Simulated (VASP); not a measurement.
Write the native input for VASP 6.6.1 that does the following.

```yaml
Task: single point
Functional: r2SCAN
Potentials_or_basis: VASP PAW PBE potentials, release 64 (Rh_sv_GW)
Cutoff: 680 eV
k_mesh: 18 × 18 × 18
Occupations: gaussian, width 0.05 eV
Spin: no spin polarisation
Dipole_correction: no
Further_INCAR_settings: ALGO = Normal; EDIFF = 1e-06; NBANDS = 14
```

Rh:

```
Rh
1.0
     0.00000    1.88628    1.88628
     1.88628    0.00000    1.88628
     1.88628    1.88628    0.00000
Rh
1
Direct
  0.00000 0.00000 0.00000
```

These files were run (other wordings do the same):

POSCAR

```
Rh
1.0
    0.0000000000      1.8862802556      1.8862802556
    1.8862802556      0.0000000000      1.8862802556
    1.8862802556      1.8862802556      0.0000000000
Rh
1
Direct
    0.0000000000      0.0000000000      0.0000000000
```

INCAR.step1

```
PREC = Accurate ; ENCUT = 680
ISMEAR = 0 ; SIGMA = 0.05
LREAL = F ; LASPH = T
NELM = 120 ; NBANDS = 14
GGA = PE ; ALGO = Normal
EDIFF = 1E-5 ; LWAVE = T
LCHARG = F ; GGA_COMPAT = F
```

INCAR.step2

```
PREC = Accurate ; ENCUT = 680
EDIFF = 1E-6 ; ISMEAR = 0
SIGMA = 0.05 ; LREAL = F
LASPH = T ; NELM = 120
ALGO = Normal ; ISIF = 2
LWAVE = F ; LCHARG = F
METAGGA = R2SCAN ; LMIXTAU = T
NBANDS = 14 ; ISTART = 1
GGA_COMPAT = F
```

KPOINTS

```
Automatic mesh
0
Gamma
  18 18 18
```

Potentials or basis: VASP PAW PBE potentials, release 64 (Rh_sv_GW).

The run is started by

```console
$ cat potpaw_PBE.64/Rh_sv_GW/POTCAR > POTCAR
$ cp INCAR.step1 INCAR
$ mpirun -np 1 vasp_std > vasp.out
$ cp INCAR.step2 INCAR
$ mpirun -np 1 vasp_std > vasp.out
```

It gave:

```yaml
Pressure: 6.5 GPa
Band_gap_on_the_k_mesh: zero (an odd number of electrons rules out a gap without spin polarisation)
```

Caveat: the cell stands under pressure; the PAW data sets were made with another functional, which shifts forces and pressure a little.

It took 3.1 min on 1 thread of AMD EPYC 7R13 Processor (Zen 3) (shared host), peak memory 0.18 GiB.
